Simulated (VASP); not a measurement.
Crystal: Li.

```xyz
2
Lattice="3.1110 0.0000 0.0000 -1.5555 2.6942 0.0000 0.0000 0.0000 5.0930" Properties=species:S:1:pos:R:3 pbc="T T T"
Li    0.0000    1.7961    1.2732
Li    1.5555    0.8981    3.8197
```

| Property | Result |
| --- | --- |
| Program | VASP 6.6.1 |
| Task | relaxation of cell and atoms |
| Functional | PBEsol |
| Potentials or basis | VASP PAW PBE potentials, release 64 (Li_sv) |
| Cutoff | 600 eV |
| k mesh | 18 × 18 × 10 |
| Occupations | fermi-dirac, width 0.1 eV |
| Spin | no spin polarisation |

At the start: pressure -0.8 GPa; volume 21.34 Å³/atom.

Q: How do energy, volume and symmetry change on relaxing?

A: Over 7 steps the energy falls by 3.5 meV/atom and the volume is 20.00 Å³/atom (-6.3 %); space group P6_3/mmc (No. 194, to 0.05 Å).

The path:
| step | energy change (eV) | largest force (eV/Å) | pressure (GPa) | volume (Å³) |
| --- | --- | --- | --- | --- |
| 1 | 0.0000 | 0.0000 | -0.79 | 42.69 |
| 2 | -0.0028 | 0.0000 | -0.62 | 42.04 |
| 3 | -0.0069 | 0.0000 | -0.06 | 40.15 |
| 4 | -0.0070 | 0.0000 | 0.01 | 39.95 |
| 5 | -0.0070 | 0.0000 | -0.02 | 40.01 |
| 6 | -0.0070 | 0.0000 | -0.01 | 40.01 |
| 7 | -0.0070 | 0.0000 | -0.01 | 40.01 |

Final structure:
```
CELL_PARAMETERS angstrom
3.04331 0.00000 0.00000
-1.52166 2.63559 0.00000
0.00000 0.00000 4.98774
ATOMIC_POSITIONS crystal
Li 0.33333 0.66667 0.25000
Li 0.66667 0.33333 0.75000
```

Caveat: the cutoff is under 1.25 times the usual one of these potentials, so pressure, stress and relaxed cells hold a basis-set (Pulay) error; the PAW data sets were made with another functional, which shifts forces and pressure a little.
